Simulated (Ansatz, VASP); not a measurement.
# GaN: VASP beside Ansatz

```
Ga N
1.0
     0.00000    2.27429    2.27429
     2.27429    0.00000    2.27429
     2.27429    2.27429    0.00000
Ga N
1 1
Direct
  0.75000 0.75000 0.75000
  0.00000 0.00000 0.00000
```

Alike in both runs: functional PBE; k mesh 10 × 10 × 10; occupations gaussian, width 0.02 eV; no spin polarisation.

Ansatz relaxed the structure, and its values are those at the end. VASP's run is a single point on that final structure, the one shown.

|  | VASP | Ansatz |
| --- | --- | --- |
| version | VASP 6.6.1 | Ansatz 0.2.0 |
| potentials or method | VASP PAW PBE potentials, release 64 (Ga_d, N), cutoff 600 eV | scalar-relativistic, plane waves, PAW |
| valence electrons in the cell | 18 | 18 |

|  | VASP | Ansatz | Ansatz less VASP |
| --- | --- | --- | --- |
| gap on the k mesh at the Fermi level (eV) | 1.55 | 1.54 | -0.006 |
| least direct gap on the mesh (eV) | 1.55 | 1.54 | -0.006 |
| pressure (GPa) | -0.1 | 0.0 | +0.05 |
